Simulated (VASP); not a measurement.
Wanted: the native input for a VASP 6.6.1 run.

```yaml
Task: relaxation of cell and atoms
Functional: PBE
Potentials_or_basis: VASP PAW PBE potentials, release 64 (K_sv)
Cutoff: 600 eV
k_mesh: 7 × 7 × 7
Occupations: fermi-dirac, width 0.05 eV
Spin: no spin polarisation
Target_pressure: 2 GPa
Dipole_correction: no
Further_INCAR_settings: ALGO = Fast; EDIFF = 1e-07; IBRION = 2; EDIFFG = -0.01; NSW = 60; ISIF = 3
```

The structure of K lies in POSCAR:

```
K
1.0
   -2.6975585167      2.6975585167      2.6975585167
    2.6975585167     -2.6975585167      2.6975585167
    2.6975585167      2.6975585167     -2.6975585167
K
1
Direct
    0.0000000000      0.0000000000      0.0000000000
```

The input as run:

INCAR

```
SYSTEM = K
  PREC = Accurate
  ENCUT = 600
  EDIFF = 1E-7
  ISMEAR = -1
  SIGMA = 0.05
  LREAL = .False.
  LASPH = .True.
  NELM = 80
  ALGO = Fast
  ISIF = 3
  LWAVE = .False.
  LCHARG = .False.
  GGA = PE
  IBRION = 2
  NSW = 60
  EDIFFG = -0.01
  PSTRESS = 20.0
```

KPOINTS

```
Automatic mesh
0
Gamma
  7 7 7
  0 0 0
```

Potentials or basis: VASP PAW PBE potentials, release 64 (K_sv).

Launch:

```bash
$ cat potpaw_PBE.64/K_sv/POTCAR > POTCAR
$ mpirun -np 1 vasp_std > vasp.out
```

Results of the run:

The relaxed volume is 53.96 Å³/atom and the relaxed cell is a = 4.123 Å, b = 4.123 Å, c = 4.123 Å, α = 109.47°, β = 109.47°, γ = 109.47°. The space group after relaxing (to 0.1 Å) is Im-3m (No. 229) and the energy change on relaxing (the run minimises the enthalpy) is +92.7 meV/atom. The ionic steps are 5, the pressure after relaxing is 2.0 GPa and the band gap on the k mesh is zero (an odd number of electrons rules out a gap without spin polarisation).

Caveat: the cell is relaxed towards a set pressure, so the run minimises the enthalpy, not the energy; the volume moved by over 15 % at a fixed basis, so the end points are rough.

Run time: 2.6 min on 1 thread of Intel Xeon 8259CL (shared host), peak memory 0.25 GiB.
